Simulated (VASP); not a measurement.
Write the native input for VASP 6.6.1 that does the following.

```yaml
Task: single point
Functional: PBE
Potentials_or_basis: VASP PAW PBE potentials, release 64 (Co, Cl)
Cutoff: 520 eV
k_mesh: 6 × 6 × 6
Occupations: gaussian, width 0.05 eV
Spin: collinear spin
Starting_moments: "[2.66, -0.1, -0.1, -0.1] μB"
Hubbard_terms: Co d U = 3.3 eV
Dipole_correction: no
Further_INCAR_settings: ALGO = Normal; EDIFF = 1e-06; NBANDS = 27
```

The structure of CoCl3 lies in POSCAR:

```
CoCl3
1.0
    4.7469293279      0.0000000000      0.0000000000
    0.0000000000      4.7469293279      0.0000000000
    0.0000000000      0.0000000000      4.7469293279
Co Cl
1 3
Direct
    0.0000000000      0.0000000000      0.0000000000
    0.5000000000      0.0000000000      0.0000000000
    0.0000000000      0.0000000000      0.5000000000
    0.0000000000      0.5000000000      0.0000000000
```

One way to write it, as run:

INCAR

```
SYSTEM = CoCl3
PREC = Accurate ; ENCUT = 520
EDIFF = 1E-6 ; ISMEAR = 0
SIGMA = 0.05 ; LREAL = .FALSE.
LASPH = .TRUE. ; NELM = 150
ALGO = Normal ; ISIF = 2
LWAVE = .FALSE. ; LCHARG = .FALSE.
ISPIN = 2 ; MAGMOM = 2.66 -0.1 -0.1 -0.1
LORBIT = 11 ; LMAXMIX = 4
LDAU = .TRUE. ; LDAUTYPE = 2
LDAUL = 2 -1 ; LDAUU = 3.3 0
LDAUJ = 0 0 ; LDAUPRINT = 1
GGA = PE ; NBANDS = 27
```

KPOINTS

```
Automatic mesh
0
G
  6 6 6
  0 0 0
```

Potentials or basis: VASP PAW PBE potentials, release 64 (Co, Cl).

Command:

```sh
$ cat potpaw_PBE.64/Co/POTCAR potpaw_PBE.64/Cl/POTCAR > POTCAR
$ mpirun -np 1 vasp_std > vasp.out
```

It gave:

| Quantity | Value |
| --- | --- |
| Pressure | -0.2 GPa |
| Net moment | 3.39 μB per cell |
| Site moments | Co +2.57; Cl +0.21 μB |
| Valence electrons inside the program's atomic spheres | Co 7.72; Cl 5.08 |

Caveat: a cell with one magnetic atom can't hold antiferromagnetic order, which such compounds often take.

Run time: 8.2 min on 1 thread of Oxide Virtual Turin-like Processor (shared host), peak memory 0.25 GiB.
